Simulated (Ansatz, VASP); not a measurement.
**Two plane-wave programs on Ga**

INCAR

```
SYSTEM = Ga
PREC = Accurate
ENCUT = 500
EDIFF = 1E-6
ISMEAR = -1
SIGMA = 0.15
LREAL = .False.
LASPH = .True.
NELM = 200
ALGO = Normal
ISIF = 2
LWAVE = .False.
LCHARG = .True.
MAGMOM = 0 0 0
LORBIT = 11
LSORBIT = .True.
GGA_COMPAT = .False.
LORBMOM = .True.
GGA = PE
LVHAR = .True.
NBANDS = 24
```

KPOINTS

```
regular mesh
0
Gamma
  4 4 4
  0 0 0
```

POSCAR

```
Ga
1.0
    0.0000000000      2.1036854800      2.1036854800
    2.1036854800      0.0000000000      2.1036854800
    2.1036854800      2.1036854800      0.0000000000
Ga
1
Direct
    0.0000000000      0.0000000000      0.0000000000
```

Input for Ansatz:

```yaml
crystal:
  lattice:
    - [0.0, 2.10368548, 2.10368548]
    - [2.10368548, 0.0, 2.10368548]
    - [2.10368548, 2.10368548, 0.0]
  atoms:
    - { symbol: Ga, position: [0, 0, 0] }
kpoints:
  mp_grid: { grid: [4, 4, 4] }
hamiltonian:
  xc: pbe
  pseudopotentials: { kind: paw_fr, source: ansatz }
scf:
  occupations: { method: fermi_dirac, width: 0.15 }
  convergence: { dr2_threshold: "1e-9 eV" }
  max_iter: 300
output:
  forces: true
  stress: true
magnetization:
  noncollinear: true
  spin_orbit: true
```

Alike in both runs: task single point; functional PBE; k mesh 4 × 4 × 4; occupations fermi-dirac, width 0.15 eV; non-collinear spin, spin-orbit coupling.

|  | VASP | Ansatz |
| --- | --- | --- |
| version | VASP 6.6.1 | Ansatz 0.2.0 development build |
| potentials or method | VASP PAW PBE potentials, release 64 (Ga_d) | plane waves, PAW datasets (hand-made set) |
| plane-wave cutoff (eV) | 500 | 1020 |
| valence electrons in the cell | 13 | 21 |

|  | VASP | Ansatz | Ansatz less VASP |
| --- | --- | --- | --- |
| net moment per atom (μB) | 0.00 | 0.00 | 0.000 |

VASP's potentials hold 13 valence electrons a cell and Ansatz's 21, so a difference there can come from the potentials and not from the codes. Ansatz's warnings: stress scf threshold loose.

The k mesh is coarse, so the values compare programs but aren't converged.
